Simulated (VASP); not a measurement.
# HgTe: relaxation of cell and atoms with LDA

Crystal: HgTe.

```
Hg Te
1.0
     0.00000    3.21450    3.21450
     3.21450    0.00000    3.21450
     3.21450    3.21450    0.00000
Hg Te
1 1
Direct
  0.00000 0.00000 0.00000
  0.75000 0.75000 0.75000
```

- Program: VASP 6.6.1
- Task: relaxation of cell and atoms
- Functional: LDA
- Potentials or basis: VASP PAW LDA potentials, release 64 (Hg, Te)
- Cutoff: 500 eV
- k mesh: 3 × 3 × 3
- Occupations: methfessel-paxton, width 0.2 eV
- Spin: no spin polarisation
- Dipole correction: no
- Further INCAR settings: ALGO = Normal; EDIFF = 1e-07; IBRION = 2; EDIFFG = -0.01; NSW = 80; ISIF = 3

The relaxed volume is 34.54 Å³/atom and the relaxed cell is a = 4.606 Å, b = 4.606 Å, c = 4.606 Å, α = 60.00°, β = 60.00°, γ = 60.00°. The space group after relaxing (to 0.1 Å) is F-43m (No. 216) and the energy gained by relaxing is 7.4 meV/atom. The ionic steps are 3, the pressure after relaxing is 0.0 GPa and the band gap on the k mesh is zero (filled and empty bands touch).

The path:
| step | energy change (eV) | largest force (eV/Å) | pressure (GPa) | volume (Å³) |
| --- | --- | --- | --- | --- |
| 1 | 0.0000 | 0.0000 | 1.84 | 66.43 |
| 2 | -0.0126 | 0.0000 | -0.64 | 70.17 |
| 3 | -0.0148 | 0.0000 | 0.00 | 69.09 |

Final structure:
```xyz
2
Lattice="0.0000 3.2568 3.2568 3.2568 0.0000 3.2568 3.2568 3.2568 0.0000" Properties=species:S:1:pos:R:3 pbc="T T T"
Hg    0.0000    0.0000    0.0000
Te    4.8852    4.8852    4.8852
```

Levels at points of the mesh, in eV from the Fermi level:
```tsv
k point	band 5	band 6	band 7	band 8	band 9	band 10	band 11	band 12	band 13
(0.00, 0.00, 0.00)	-6.86	-6.86	-1.00	-0.04	-0.04	-0.04	4.10	4.10	4.10
```

Run time: 8.4 s on 1 thread of AMD EPYC 9R45 96-Core Processor (Zen 5), with other jobs on the host, peak memory 0.14 GiB.

Caveat: the k points lie up to 0.56 Å⁻¹ apart in the final cell; semilocal functionals underestimate gaps, so a narrow gap can read as zero; spin-orbit coupling is left out, which moves the levels of the heavy elements.
